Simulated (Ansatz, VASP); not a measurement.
One calculation of FeNi2, two programs

```
Ni Fe
1.0
     0.00000    3.25310    3.25310
     3.25310    0.00000    3.25310
     3.25310    3.25310    0.00000
Ni Fe
4 2
Cartesian
  4.0664 4.0664 4.0664
  4.0664 2.4398 2.4398
  2.4398 4.0664 2.4398
  2.4398 2.4398 4.0664
  0.0000 0.0000 0.0000
  1.6265 1.6265 1.6265
```

Alike in both runs: task single point; functional PBE; k mesh 7 × 7 × 7; occupations fermi-dirac, width 0.05 eV; collinear spin.

```csv
,VASP,Ansatz
version,VASP 6.6.1,Ansatz 0.2.0
potentials or method,"VASP PAW PBE potentials, release 64 (Ni_sv_GW, Fe_sv)",Ansatz PAW
plane-wave cutoff (eV),690,420
valence electrons in the cell,104,104
```

VASP gave:

```
gap on the k mesh at the Fermi level (eV)                     : none
pressure (GPa)                                                : 2.2
net moment per atom (μB)                                      : 1.31
size of the moment on the site where the two differ most (μB) : 2.83
```

Question: Which values does Ansatz return?

Answer: gap on the k mesh at the Fermi level (eV): none; pressure (GPa): 3.7; net moment per atom (μB): 1.31; size of the moment on the site where the two differ most (μB): 2.93.

Site moments also hang on the region over which each program counts them. A gap of «none» marks a metal or a gap that the smearing closes.
